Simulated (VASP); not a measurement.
# Ca3B (I4/mmm) in VASP: further runs, part 2 of 2

VASP 6.6.1.

### Step 3. Single point, PBE

This run uses another cell than the first one, of 25.45 Å³/atom, 1.040 times its volume.

Input file INCAR:

```
SYSTEM = Ca3B
PREC = Accurate ; ENCUT = 520
EDIFF = 1E-6 ; ISMEAR = 0
SIGMA = 0.1 ; LREAL = .False.
LASPH = .True. ; NELM = 100
ALGO = Fast ; ISIF = 2
LWAVE = .False. ; LCHARG = .True.
GGA = PE ; LELF = .True.
LVHAR = .True. ; NBANDS = 24
```

Input file KPOINTS:

```
Automatic mesh
0
Gamma
  14 14 14
  0 0 0
```

Input file POSCAR:

```
Ca3B
1.0
   -2.4782884600      2.4782884600      4.1437782357
    2.4782884600     -2.4782884600      4.1437782357
    2.4782884600      2.4782884600     -4.1437782357
Ca B
3 1
Direct
    0.5000000000      0.5000000000      0.0000000000
    0.7500000000      0.2500000000      0.5000000000
    0.2500000000      0.7500000000      0.5000000000
    0.0000000000      0.0000000000      0.0000000000
```

Potentials or basis: VASP PAW PBE potentials, release 64 (Ca_sv, B).

Started as:

```sh
$ cat potpaw_PBE.64/Ca_sv/POTCAR potpaw_PBE.64/B/POTCAR > POTCAR
$ mpirun -np 1 vasp_std > vasp.out
```

OUTCAR:

```text
SYSTEM = Ca3B
   PREC = Accurate
   ENCUT = 520
   EDIFF = 1E-6
   ISMEAR = 0
   LREAL = .False.
   LASPH = .True.
   NELM = 100
   ISIF = 2
   GGA = PE

 ion  position               nearest neighbor table
   1  0.500  0.500  0.000-
   2  0.750  0.250  0.500-
   3  0.250  0.750  0.500-
   4  0.000  0.000  0.000-

  LATTYP: Found a body centered tetragonal cell.
 ALAT       =     4.9565769200
 C/A-ratio  =     1.6720322523

  Lattice vectors:

 A1 = (  -2.4782884600,   2.4782884600,   4.1437782357)
 A2 = (   2.4782884600,  -2.4782884600,   4.1437782357)
 A3 = (   2.4782884600,   2.4782884600,  -4.1437782357)

Analysis of symmetry for initial positions (statically):
=====================================================================
 Subroutine PRICEL returns:
 Original cell was already a primitive cell.

 Routine SETGRP: Setting up the symmetry group for a
 body centered tetragonal supercell.

 Subroutine GETGRP returns: Found 16 space group operations
 (whereof 16 operations were pure point group operations)
 out of a pool of 16 trial point group operations.

The static configuration has the point symmetry D_4h.

Analysis of symmetry for dynamics (positions and initial velocities):
=====================================================================
 Subroutine PRICEL returns:
 Original cell was already a primitive cell.

 Routine SETGRP: Setting up the symmetry group for a
 body centered tetragonal supercell.

 Subroutine GETGRP returns: Found 16 space group operations
 (whereof 16 operations were pure point group operations)
 out of a pool of 16 trial point group operations.

The dynamic configuration has the point symmetry D_4h.

 Subroutine INISYM returns: Found 16 space group operations
 (whereof 16 operations are pure point group operations),
 and found     1 'primitive' translations

----------------------------------------------------------------------------------------

                                     Primitive cell

  volume of cell :     101.8029

  direct lattice vectors                    reciprocal lattice vectors
    -2.478288460  2.478288460  4.143778236     0.000000000  0.201752140  0.120662828
     2.478288460 -2.478288460  4.143778236     0.201752140  0.000000000  0.120662828
     2.478288460  2.478288460 -4.143778236     0.201752140  0.201752140  0.000000000

  length of vectors
     5.427220785  5.427220785  5.427220785     0.235081781  0.235081781  0.285320612

  position of ions in fractional coordinates (direct lattice)
     0.500000000  0.500000000  0.000000000
     0.750000000  0.250000000  0.500000000
     0.250000000  0.750000000  0.500000000
     0.000000000  0.000000000  0.000000000

  ion indices of the primitive-cell ions
   primitive index   ion index
                 1           1
                 2           2
                 3           3
                 4           4

----------------------------------------------------------------------------------------

 KPOINTS: Automatic mesh

Automatic generation of k-mesh.
 Grid dimensions read from file:
 generate k-points for:   14   14   14

 Generating k-lattice:

  Cartesian coordinates                     Fractional coordinates (reciprocal lattice)
     0.000000000  0.014410867  0.008618773     0.071428571  0.000000000  0.000000000
     0.014410867  0.000000000  0.008618773     0.000000000  0.071428571  0.000000000
     0.014410867  0.014410867  0.000000000     0.000000000  0.000000000  0.071428571

  Length of vectors
     0.016791556  0.016791556  0.020380044

  Shift w.r.t. Gamma in fractional coordinates (k-lattice)
     0.000000000  0.000000000  0.000000000

 Subroutine IBZKPT returns following result:
 ===========================================

 Found    244 irreducible k-points:

 Following reciprocal coordinates:
            Coordinates               Weight
  0.000000  0.000000  0.000000      1.000000
  0.071429  0.000000  0.000000      8.000000
  0.142857 -0.000000  0.000000      8.000000
  0.214286 -0.000000  0.000000      8.000000
  0.285714 -0.000000  0.000000      8.000000
  0.357143  0.000000  0.000000      8.000000
[... 16 lines left out ...]
  0.214286  0.142857  0.000000     16.000000
  0.285714  0.142857  0.000000     16.000000
 [... further k-points ...]
   k-points           NKPTS =    244   k-points in BZ     NKDIM =    244   number of bands    NBANDS=     24
   number of dos      NEDOS =    301   number of ions     NIONS =      4
   total plane-waves  NPLWV =  64000
   dimension x,y,z NGX =    40 NGY =   40 NGZ =   40
   dimension x,y,z NGXF=    80 NGYF=   80 NGZF=   80
   ions per type =               3   1
   NGX,Y,Z   is equivalent  to a cutoff of  12.25, 12.25, 12.25 a.u.
   NGXF,Y,Z  is equivalent  to a cutoff of  24.51, 24.51, 24.51 a.u.
 SYSTEM =  Ca3B
   PREC   = accura    normal or accurate (medium, high low for compatibility)
   ISTART =      0    job   : 0-new  1-cont  2-samecut
   ICHARG =      2    charge: 1-file 2-atom 10-const
   ISPIN  =      1    spin polarized calculation?
   LNONCOLLINEAR =      F non collinear calculations
   LSORBIT =      F    spin-orbit coupling
   LASPH  =      T    aspherical Exc in radial PAW
   ENCUT  =  520.0 eV  38.22 Ry    6.18 a.u.  10.09 10.09 10.09*2*pi/ulx,y,z
   NELM   =    100;   NELMIN=  2; NELMDL= -5     # of ELM steps
   EDIFF  = 0.1E-05   stopping-criterion for ELM
   LREAL  =      F    real-space projection
   EDIFFG = 0.1E-04   stopping-criterion for IOM
   NSW    =      0    number of steps for IOM
   IBRION =     -1    ionic relax: 0-MD 1-quasi-New 2-CG
   NFREE  =      0    steps in history (QN), initial steepest desc. (CG)
   ISIF   =      2    stress and relaxation
   ISYM   =      2    0-nonsym 1-usesym 2-fastsym
   POTIM  = 0.5000    time-step for ionic-motion
   TEBEG  =    0.0;   TEEND  =   0.0 temperature during run
   PSTRESS=    0.0 pullay stress
   NELECT =      33.0000    total number of electrons
   NUPDOWN=      -1.0000    fix difference up-down
   EMIN   =  10.00;   EMAX   =-10.00  energy-range for DOS
   EFERMI =   0.00;   METHOD = LEGACY
   ISMEAR =     0;   SIGMA  =   0.10  broadening in eV -4-tet -1-fermi 0-gaus
   EFERMI_NEDOS =   21; number of points for ismear=-14 and -15
   IALGO  =     68    algorithm
   IMIX   =      4    mixing-type and parameters
     AMIX     =   0.40;   BMIX     =  1.00
     AMIX_MAG =   1.60;   BMIX_MAG =  1.00
  volume/ion in A,a.u.               =      25.45       171.75
  Fermi-wavevector in a.u.,A,eV,Ry     =   1.124586  2.125160 17.207208  1.264694
  Thomas-Fermi vector in A             =   2.261259
   LORBIT       =      0    0 simple, 1 ext, 2 COOP (PROOUT), +10 PAW based schemes
   GGA     = PE    functional components
   LHFCALC =     F    Hartree Fock is set to
   AEXX    =    0.0000 exact exchange contribution
   IVDW    =     0    specifies the selected vdW correction
   LEPSILON=     F    determine dielectric tensor
   LRPA    =     F    only Hartree local field effects (RPA)
 non-spin polarized calculation
 RMM-DIIS sequential band-by-band and
 Gauss-broadening in eV      SIGMA  =   0.10
  energy-cutoff  :      520.00
  volume of cell :      101.80
 maximum number of plane-waves:      2768
   NGX = 21   NGY = 21   NGZ = 21

 number of electron      32.9999999 magnetization

 Free energy of the ion-electron system (eV)
  ---------------------------------------------------
  ext. energy  EPLUGINS =         0.00000000
  ---------------------------------------------------
  free energy    TOTEN  =        -9.55650992 eV

  energy without entropy =       -9.53663416  energy(sigma->0) =       -9.54657204

 E-fermi :   3.2984     XC(G=0):  -9.0164

 val. band max:        3.2977037319   @ k =  -0.2857   0.3571   0.2143
 cond. band min:       3.2985924236   @ k =  -0.4286   0.2857   0.0714
 fundamental gap:      0.0008886917
 Fermi energy:         3.2984393437

 k-point     1 :       0.0000    0.0000    0.0000
  band No.  band energies     occupation
      1     -38.4876      2.00000
      2     -38.0678      2.00000
      3     -38.0386      2.00000
      4     -19.6845      2.00000
      5     -19.5360      2.00000
      6     -19.5360      2.00000
[... 16 lines left out ...]
     23       5.8081      0.00000
     24       7.4730      0.00000
[... 598 lines left out ...]
      2     -38.0663      2.00000
      3     -38.0479      2.00000
      4     -19.6863      2.00000
      5     -19.5673      2.00000
      6     -19.5659      2.00000
[... 16 lines left out ...]
     23       5.6388      0.00000
     24       6.5899      0.00000

 [... further k-points ...]
[... 5 lines left out ...]
  --------------------------------------------------------------------------------------
  -------------------------------------------------------------------------------------
  Total        0.0015459      0.0015459     -0.0025777      0.0000000     -0.0000000      0.0000000
  in kB        0.0243300      0.0243300     -0.0405684      0.0000000     -0.0000000      0.0000000
  external PRESSURE =       0.0026972 kB  Pullay stress =       0.0000000 kB

 VOLUME and BASIS-vectors are now :
 -----------------------------------------------------------------------------
  energy-cutoff  :      520.00
  volume of cell :      101.80
      direct lattice vectors                 reciprocal lattice vectors
    -2.478288460  2.478288460  4.143778236     0.000000000  0.201752140  0.120662828
     2.478288460 -2.478288460  4.143778236     0.201752140  0.000000000  0.120662828
     2.478288460  2.478288460 -4.143778236     0.201752140  0.201752140  0.000000000

 POSITION                                       TOTAL-FORCE (eV/Angst)
 -----------------------------------------------------------------------------------
      0.00000      0.00000      4.14378         0.000000     -0.000000     -0.000000
      0.00000      2.47829      2.07189        -0.000000      0.000000      0.000000
      2.47829      0.00000      2.07189         0.000000     -0.000000      0.000000
      0.00000      0.00000      0.00000         0.000000     -0.000000     -0.000000
 -----------------------------------------------------------------------------------
    total drift:                               -0.000000     -0.000000      0.000000

  FREE ENERGIE OF THE ION-ELECTRON SYSTEM (eV)
  ---------------------------------------------------
  free  energy   TOTEN  =        -9.5565099238 eV

  energy  without entropy=       -9.5366341576  energy(sigma->0) =       -9.54657204
```

stdout:

```text
POSCAR found type information on POSCAR CaB
 POSCAR found :  2 types and       4 ions
 scaLAPACK will be used
 LDA part: xc-table for (Slater+PW92), standard interpolation
 POSCAR, INCAR and KPOINTS ok, starting setup
 FFT: planning ... GRIDC
 FFT: planning ... GRID_SOFT
 FFT: planning ... GRID
 WAVECAR not read
 entering main loop
WARNING in EDDRMM: call to ZHEGV failed, returncode =   6  3     16
WARNING in EDDRMM: call to ZHEGV failed, returncode =   8  4     17
WARNING in EDDRMM: call to ZHEGV failed, returncode =   6  3      9
WARNING in EDDRMM: call to ZHEGV failed, returncode =   8  4     24
WARNING in EDDRMM: call to ZHEGV failed, returncode =   8  4      9
WARNING in EDDRMM: call to ZHEGV failed, returncode =   8  4     17
WARNING in EDDRMM: call to ZHEGV failed, returncode =   8  4     24
WARNING in EDDRMM: call to ZHEGV failed, returncode =   8  4     22
WARNING in EDDRMM: call to ZHEGV failed, returncode =   8  4     21
WARNING in EDDRMM: call to ZHEGV failed, returncode =   6  3     18
[... 7 lines left out ...]
WARNING in EDDRMM: call to ZHEGV failed, returncode =   6  3     23
WARNING in EDDRMM: call to ZHEGV failed, returncode =   6  3     23
WARNING in EDDRMM: call to ZHEGV failed, returncode =   8  4     20
WARNING in EDDRMM: call to ZHEGV failed, returncode =   8  4     20
WARNING in EDDRMM: call to ZHEGV failed, returncode =   6  3     17
WARNING in EDDRMM: call to ZHEGV failed, returncode =   8  4     22
WARNING in EDDRMM: call to ZHEGV failed, returncode =   6  3     14
WARNING in EDDRMM: call to ZHEGV failed, returncode =   6  3     13
WARNING in EDDRMM: call to ZHEGV failed, returncode =   6  3     16
WARNING in EDDRMM: call to ZHEGV failed, returncode =   8  4     21
```

Wall time 25 min (1 thread of Oxide Virtual Turin-like, shared host); peak memory 0.59 GiB.

Results:

* Free energy: -9.5565 eV
* Pressure: 0.0 GPa
